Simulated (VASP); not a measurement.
# AlN (F-43m) in VASP: settings compared

AlN is run at these levels: PBE0, HSE06; tasks: single point.

Everything below comes from runs of VASP 6.6.1. Logs are shortened: lines on timing, memory, paths and dates and some standing lists are left out, and cuts for length are marked.

## 1. The cell of the first run

It takes space group F-43m (No. 216, cubic). The conventional cell has a = 4.370 Å, b = 4.370 Å, c = 4.370 Å, α = 90.00°, β = 90.00°, γ = 90.00°. Al (site symmetry -43m) has 4 N at 1.89 Å within 2.5 Å. Within 2.5 Å of N (site symmetry -43m) lie 4 Al at 1.89 Å.

## 2. Single point, PBE0

Contents of POSCAR:

```
AlN
1.0
    0.0000000000      2.1848764834      2.1848764834
    2.1848764834      0.0000000000      2.1848764834
    2.1848764834      2.1848764834      0.0000000000
Al N
1 1
Direct
    0.0000000000      0.0000000000      0.0000000000
    0.7500000000      0.7500000000      0.7500000000
```

Contents of INCAR.step1:

```
SYSTEM = AlN
  PREC = Accurate
  ENCUT = 520
  EDIFF = 1E-5
  ISMEAR = 0
  SIGMA = 0.01
  LREAL = .FALSE.
  LASPH = .TRUE.
  NELM = 120
  ALGO = Normal
  ISIF = 2
  LWAVE = .TRUE.
  LCHARG = .FALSE.
  GGA = PE
  NBANDS = 11
  GGA_COMPAT = .FALSE.
```

Contents of INCAR.step2:

```
SYSTEM = AlN
  PREC = Accurate
  ENCUT = 520
  EDIFF = 1E-6
  ISMEAR = 0
  SIGMA = 0.01
  LREAL = .FALSE.
  LASPH = .TRUE.
  NELM = 120
  ALGO = Normal
  ISIF = 2
  LWAVE = .FALSE.
  LCHARG = .FALSE.
  GGA = PE
  LHFCALC = .TRUE.
  AEXX = 0.25
  PRECFOCK = Normal
  ISTART = 1
  NBANDS = 11
  GGA_COMPAT = .FALSE.
```

Contents of KPOINTS:

```
regular mesh
0
G
  8 8 8
  0 0 0
```

Potentials or basis: VASP PAW PBE potentials, release 64 (Al, N).

Command:

```bash
$ cat potpaw_PBE.64/Al/POTCAR potpaw_PBE.64/N/POTCAR > POTCAR
$ cp INCAR.step1 INCAR
$ mpirun -np 1 vasp_std > vasp.out
$ cp INCAR.step2 INCAR
$ mpirun -np 1 vasp_std > vasp.out
```

OUTCAR:

```text
SYSTEM = AlN
   PREC = Accurate
   ENCUT = 520
   EDIFF = 1E-6
   ISMEAR = 0
   LREAL = .FALSE.
   LASPH = .TRUE.
   NELM = 120
   ISIF = 2
   GGA = PE
   LHFCALC = .TRUE.
   AEXX = 0.25
   PRECFOCK = Normal
   ISTART = 1

 ion  position               nearest neighbor table
   1  0.000  0.000  0.000-   2 1.89   2 1.89   2 1.89   2 1.89
   2  0.750  0.750  0.750-   1 1.89   1 1.89   1 1.89   1 1.89

  LATTYP: Found a face centered cubic cell.
 ALAT       =     4.3697529668

  Lattice vectors:

 A1 = (   0.0000000000,   2.1848764834,   2.1848764834)
 A2 = (   2.1848764834,   0.0000000000,   2.1848764834)
 A3 = (   2.1848764834,   2.1848764834,   0.0000000000)

Analysis of symmetry for initial positions (statically):
=====================================================================
 Subroutine PRICEL returns:
 Original cell was already a primitive cell.

 Routine SETGRP: Setting up the symmetry group for a
 face centered cubic supercell.

 Subroutine GETGRP returns: Found 24 space group operations
 (whereof 24 operations were pure point group operations)
 out of a pool of 48 trial point group operations.

The static configuration has the point symmetry T_d .

Analysis of symmetry for dynamics (positions and initial velocities):
=====================================================================
 Subroutine PRICEL returns:
 Original cell was already a primitive cell.

 Routine SETGRP: Setting up the symmetry group for a
 face centered cubic supercell.

 Subroutine GETGRP returns: Found 24 space group operations
 (whereof 24 operations were pure point group operations)
 out of a pool of 48 trial point group operations.

The dynamic configuration has the point symmetry T_d .

 Subroutine INISYM returns: Found 24 space group operations
 (whereof 24 operations are pure point group operations),
 and found     1 'primitive' translations

----------------------------------------------------------------------------------------

                                     Primitive cell

  volume of cell :      20.8598

  direct lattice vectors                    reciprocal lattice vectors
     0.000000000  2.184876483  2.184876483    -0.228845888  0.228845888  0.228845888
     2.184876483  0.000000000  2.184876483     0.228845888 -0.228845888  0.228845888
     2.184876483  2.184876483  0.000000000     0.228845888  0.228845888 -0.228845888

  length of vectors
     3.089881955  3.089881955  3.089881955     0.396372706  0.396372706  0.396372706

  position of ions in fractional coordinates (direct lattice)
     0.000000000  0.000000000  0.000000000
     0.750000000  0.750000000  0.750000000

  ion indices of the primitive-cell ions
   primitive index   ion index
                 1           1
                 2           2

----------------------------------------------------------------------------------------

 KPOINTS: regular mesh

Automatic generation of k-mesh.
 Grid dimensions read from file:
 generate k-points for:    8    8    8

 Generating k-lattice:

  Cartesian coordinates                     Fractional coordinates (reciprocal lattice)
    -0.028605736  0.028605736  0.028605736     0.125000000  0.000000000  0.000000000
     0.028605736 -0.028605736  0.028605736     0.000000000  0.125000000  0.000000000
     0.028605736  0.028605736 -0.028605736     0.000000000  0.000000000  0.125000000

  Length of vectors
     0.049546588  0.049546588  0.049546588

  Shift w.r.t. Gamma in fractional coordinates (k-lattice)
     0.000000000  0.000000000  0.000000000

 Subroutine IBZKPT returns following result:
 ===========================================

 Found     29 irreducible k-points:

 Following reciprocal coordinates:
            Coordinates               Weight
  0.000000  0.000000  0.000000      1.000000
  0.125000  0.000000  0.000000      8.000000
  0.250000  0.000000  0.000000      8.000000
  0.375000  0.000000  0.000000      8.000000
  0.500000  0.000000  0.000000      4.000000
  0.125000  0.125000  0.000000      6.000000
[... 16 lines left out ...]
  0.500000  0.250000  0.125000     48.000000
 -0.375000  0.250000  0.125000     24.000000
 [... further k-points ...]
   k-points           NKPTS =     29   k-points in BZ     NKDIM =    512   number of bands    NBANDS=     11
   number of dos      NEDOS =    301   number of ions     NIONS =      2
   total plane-waves  NPLWV =  13824
   dimension x,y,z NGX =    24 NGY =   24 NGZ =   24
   dimension x,y,z NGXF=    48 NGYF=   48 NGZF=   48
   ions per type =               1   1
   NGX,Y,Z   is equivalent  to a cutoff of  12.91, 12.91, 12.91 a.u.
   NGXF,Y,Z  is equivalent  to a cutoff of  25.83, 25.83, 25.83 a.u.
 SYSTEM =  AlN
   PREC   = accura    normal or accurate (medium, high low for compatibility)
   ISTART =      1    job   : 0-new  1-cont  2-samecut
   ICHARG =      0    charge: 1-file 2-atom 10-const
   ISPIN  =      1    spin polarized calculation?
   LNONCOLLINEAR =      F non collinear calculations
   LSORBIT =      F    spin-orbit coupling
   LASPH  =      T    aspherical Exc in radial PAW
   ENCUT  =  520.0 eV  38.22 Ry    6.18 a.u.   5.75  5.75  5.75*2*pi/ulx,y,z
   NELM   =    120;   NELMIN=  2; NELMDL=  0     # of ELM steps
   EDIFF  = 0.1E-05   stopping-criterion for ELM
   LREAL  =      F    real-space projection
   EDIFFG = 0.1E-04   stopping-criterion for IOM
   NSW    =      0    number of steps for IOM
   IBRION =     -1    ionic relax: 0-MD 1-quasi-New 2-CG
   NFREE  =      0    steps in history (QN), initial steepest desc. (CG)
   ISIF   =      2    stress and relaxation
   ISYM   =      3    0-nonsym 1-usesym 2-fastsym
   POTIM  = 0.5000    time-step for ionic-motion
   TEBEG  =    0.0;   TEEND  =   0.0 temperature during run
   PSTRESS=    0.0 pullay stress
   NELECT =       8.0000    total number of electrons
   NUPDOWN=      -1.0000    fix difference up-down
   EMIN   =  10.00;   EMAX   =-10.00  energy-range for DOS
   EFERMI =   0.00;   METHOD = LEGACY
   ISMEAR =     0;   SIGMA  =   0.01  broadening in eV -4-tet -1-fermi 0-gaus
   EFERMI_NEDOS =   21; number of points for ismear=-14 and -15
   IALGO  =     38    algorithm
   IMIX   =      1    mixing-type and parameters
     AMIX     =   0.40;   BMIX     =  1.00
     AMIX_MAG =   1.60;   BMIX_MAG =  1.00
  volume/ion in A,a.u.               =      10.43        70.38
  Fermi-wavevector in a.u.,A,eV,Ry     =   1.189418  2.247675 19.248377  1.414716
  Thomas-Fermi vector in A             =   2.325526
   LORBIT       =      0    0 simple, 1 ext, 2 COOP (PROOUT), +10 PAW based schemes
   GGA     = PE    functional components
   LHFCALC =     T    Hartree Fock is set to
   PRECFOCK=normal    Normal, Fast or Accurate (Low or Medium for compatibility)
   ENCUT4O =  -1.0   cutoff for four orbital integrals eV
   NKREDX  =     1    reduce k-point grid by
   NKREDY  =     1    reduce k-point grid by
   NKREDZ  =     1    reduce k-point grid by
   AEXX    =    0.2500 exact exchange contribution
   HFSCREEN=    0.0000 screening length (either q_TF or 0.3 A-1)
   HFSCREENC=   0.0000 screening length for correlation (either q_TF or 0.3 A-1)
   ENCUTFOCK=  -1.0 apply spherical cutoff to Coloumb kernel
   IVDW    =     0    specifies the selected vdW correction
   LEPSILON=     F    determine dielectric tensor
   LRPA    =     F    only Hartree local field effects (RPA)
 non-spin polarized calculation
 Gauss-broadening in eV      SIGMA  =   0.01
  energy-cutoff  :      520.00
  volume of cell :       20.86
 maximum number of plane-waves:       588
  NGX = 18; NGY = 18; NGZ = 18

 number of electron       8.0000000 magnetization

 Free energy of the ion-electron system (eV)
  ---------------------------------------------------
  ext. energy  EPLUGINS =         0.00000000
  ---------------------------------------------------
  free energy    TOTEN  =       -18.31709075 eV

  energy without entropy =      -18.31709075  energy(sigma->0) =      -18.31709075

 E-fermi :   4.7997     XC(G=0):  -8.6068

 val. band max:        4.6475181748   @ k =   0.0000   0.0000   0.0000
 cond. band min:       9.9396120295   @ k =   0.5000   0.5000   0.0000
 fundamental gap:      5.2920938547
 Fermi energy:         4.7996525442

 k-point     1 :       0.0000    0.0000    0.0000
  band No.  band energies     occupation
      1     -11.8583      2.00000
      2       4.6475      2.00000
      3       4.6475      2.00000
      4       4.6475      2.00000
      5      10.9196      0.00000
      6      19.6605      0.00000
      7      19.6605      0.00000
      8      19.6605      0.00000
      9      25.0269      0.00000
     10      25.0269      0.00000
     11      26.4071      0.00000

 k-point     2 :       0.1250    0.0000    0.0000
  band No.  band energies     occupation
      1     -11.6148      2.00000
      2       3.3968      2.00000
      3       4.5585      2.00000
      4       4.5585      2.00000
      5      11.9076      0.00000
      6      19.0877      0.00000
      7      19.8567      0.00000
      8      19.8567      0.00000
      9      23.3787      0.00000
     10      23.3787      0.00000
     11      25.2429      0.00000

 k-point     3 :       0.2500    0.0000    0.0000
  band No.  band energies     occupation
      1     -10.9474      2.00000
      2       1.1100      2.00000
      3       4.3589      2.00000
      4       4.3589      2.00000
      5      13.3356      0.00000
      6      18.0967      0.00000
      7      19.4310      0.00000
      8      19.4310      0.00000
      9      23.5313      0.00000
     10      23.5313      0.00000
     11      24.4203      0.00000

 k-point     4 :       0.3750    0.0000    0.0000
  band No.  band energies     occupation
      1     -10.1073      2.00000
      2      -0.8928      2.00000
      3       4.1780      2.00000
      4       4.1780      2.00000
      5      14.0831      0.00000
      6      17.3480      0.00000
      7      18.5328      0.00000
      8      18.5328      0.00000
      9      24.7954      0.00000
     10      25.7112      0.00000
     11      25.7112      0.00000

 k-point     5 :       0.5000    0.0000    0.0000
  band No.  band energies     occupation
      1      -9.6728      2.00000
      2      -1.7384      2.00000
      3       4.1077      2.00000
      4       4.1077      2.00000
      5      14.2703      0.00000
      6      17.0547      0.00000
      7      18.1733      0.00000
      8      18.1733      0.00000
      9      25.3222      0.00000
     10      27.6627      0.00000
     11      27.6627      0.00000
[... 211 lines left out ...]
 k-point    21 :       0.5000    0.5000    0.0000
  band No.  band energies     occupation
      1      -8.9925      2.00000
      2      -0.7146      2.00000
      3       2.6891      2.00000
      4       2.6891      2.00000
      5       9.9396      0.00000
      6      15.4831      0.00000
      7      21.5184      0.00000
      8      23.2452      0.00000
      9      23.2452      0.00000
     10      31.1842      0.00000
     11      31.6482      0.00000

 k-point    22 :       0.3750    0.2500    0.1250
  band No.  band energies     occupation
      1     -10.4113      2.00000
      2       0.7791      2.00000
      3       3.0229      2.00000
      4       3.9801      2.00000
      5      13.7032      0.00000
      6      17.5909      0.00000
      7      17.9070      0.00000
      8      20.5116      0.00000
      9      21.9131      0.00000
     10      26.5461      0.00000
     11      29.0366      0.00000

 k-point    23 :       0.5000    0.2500    0.1250
  band No.  band energies     occupation
      1      -9.6877      2.00000
      2      -0.3870      2.00000
      3       2.3809      2.00000
      4       3.6237      2.00000
      5      13.9426      0.00000
      6      16.6562      0.00000
      7      18.7234      0.00000
      8      20.1014      0.00000
      9      23.3808      0.00000
     10      27.1373      0.00000
     11      29.1689      0.00000

 k-point    24 :      -0.3750    0.2500    0.1250
  band No.  band energies     occupation
      1      -9.3302      2.00000
      2      -0.9551      2.00000
      3       2.2153      2.00000
      4       3.4211      2.00000
      5      13.9951      0.00000
      6      16.2557      0.00000
      7      19.4444      0.00000
      8      19.9113      0.00000
      9      24.5452      0.00000
     10      26.1865      0.00000
     11      29.4595      0.00000

 [... further k-points ...]

------------------------ aborting loop because EDIFF is reached ----------------------------------------

  FORCE on cell =-STRESS in cart. coord.  units (eV):
  Direction    XX          YY          ZZ          XY          YZ          ZX
  --------------------------------------------------------------------------------------
  -------------------------------------------------------------------------------------
  Total       -0.1057691     -0.1057691     -0.1057691      0.0000000      0.0000000      0.0000000
  in kB       -8.1237914     -8.1237914     -8.1237914      0.0000000      0.0000000      0.0000000
  external PRESSURE =      -8.1237914 kB  Pullay stress =       0.0000000 kB

 VOLUME and BASIS-vectors are now :
 -----------------------------------------------------------------------------
  energy-cutoff  :      520.00
  volume of cell :       20.86
      direct lattice vectors                 reciprocal lattice vectors
     0.000000000  2.184876483  2.184876483    -0.228845888  0.228845888  0.228845888
     2.184876483  0.000000000  2.184876483     0.228845888 -0.228845888  0.228845888
     2.184876483  2.184876483  0.000000000     0.228845888  0.228845888 -0.228845888

 POSITION                                       TOTAL-FORCE (eV/Angst)
 -----------------------------------------------------------------------------------
      0.00000      0.00000      0.00000        -0.000000      0.000000      0.000000
      3.27731      3.27731      3.27731         0.000000     -0.000000     -0.000000
 -----------------------------------------------------------------------------------
    total drift:                               -0.000000      0.000000      0.000000

  FREE ENERGIE OF THE ION-ELECTRON SYSTEM (eV)
  ---------------------------------------------------
  free  energy   TOTEN  =       -18.3170907487 eV

  energy  without entropy=      -18.3170907487  energy(sigma->0) =      -18.31709075
```

Wall time 17 min (1 thread of AMD EPYC 7R13 (Zen 3), shared host); peak memory 0.13 GiB.

What came out:

```yaml
Free_energy: -18.3171 eV
Pressure: -0.8 GPa
Band_gap_on_the_k_mesh: 5.29 eV (least direct gap 6.27 eV)
```

Levels at points of the mesh, in eV from the valence-band top:
```tsv
k point	band 2	band 3	band 4	band 5	band 6	band 7
(0.00, 0.00, 0.00)	0.00	0.00	0.00	6.27	15.01	15.01
(0.50, 0.00, 0.00)	-6.39	-0.54	-0.54	9.62	12.41	13.53
(0.50, 0.50, 0.00)	-5.36	-1.96	-1.96	5.29	10.84	16.87
```

Caveat: the PAW data sets were made with another functional, which shifts forces and pressure a little. A k mesh can miss the band edges.

[end of part 1 of 2]
